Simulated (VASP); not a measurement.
Sb: single point with PBE-based screened hybrid with 20 % exact exchange

Sb:

```xyz
2
Lattice="3.3545 0.0000 0.0000 -1.6773 2.9051 0.0000 0.0000 0.0000 5.4702" Properties=species:S:1:pos:R:3 pbc="T T T"
Sb    1.6773    0.9684    4.1026
Sb    0.0000    1.9367    1.3675
```

This isn't the form of Sb at room conditions, which is rhombohedral.

```
Program                            : VASP 6.6.1
Task                               : single point
Functional                         : PBE-based screened hybrid with 20 % exact exchange
Potentials or basis                : VASP PAW PBE potentials, release 64 (Sb)
Cutoff                             : 520 eV
k mesh                             : 5 × 5 × 3
Occupations                        : fermi-dirac, width 0.05 eV
Spin                               : no spin polarisation
Dipole correction                  : no
Grid for exact exchange (PRECFOCK) : Normal
Share of exact exchange            : 0.2
Further INCAR settings             : ALGO = Normal; EDIFF = 1e-06; NBANDS = 12
Screening parameter                : 0.2 1/Å
```

| Property | Result |
| --- | --- |
| Pressure | -2.2 GPa |
| Band gap on the k mesh | zero (bands 5 and 6 overlap by 6.40 eV) |

Stress tensor (GPa, compression positive):
```
-4.01  0.00  0.00
 0.00 -4.01  0.00
 0.00  0.00  1.37
```

Levels at points of the mesh, in eV from the Fermi level:
```csv
k point,band 1,band 2,band 3,band 4,band 5,band 6,band 7,band 8,band 9,band 10
"(0.00, 0.00, 0.00)",-14.17,-9.99,-6.48,4.08,4.08,5.84,5.84,6.15,8.30,9.56
```

Wall time 12 min on 1 thread of Intel Xeon 8259CL (shared host), peak memory 0.28 GiB.

Caveat: the k points lie up to 0.43 Å⁻¹ apart, too coarse for converged energies and pressures of a metal; the PAW data sets were made with another functional, which shifts forces and pressure a little; spin-orbit coupling is left out, which moves the levels of the heavy elements.
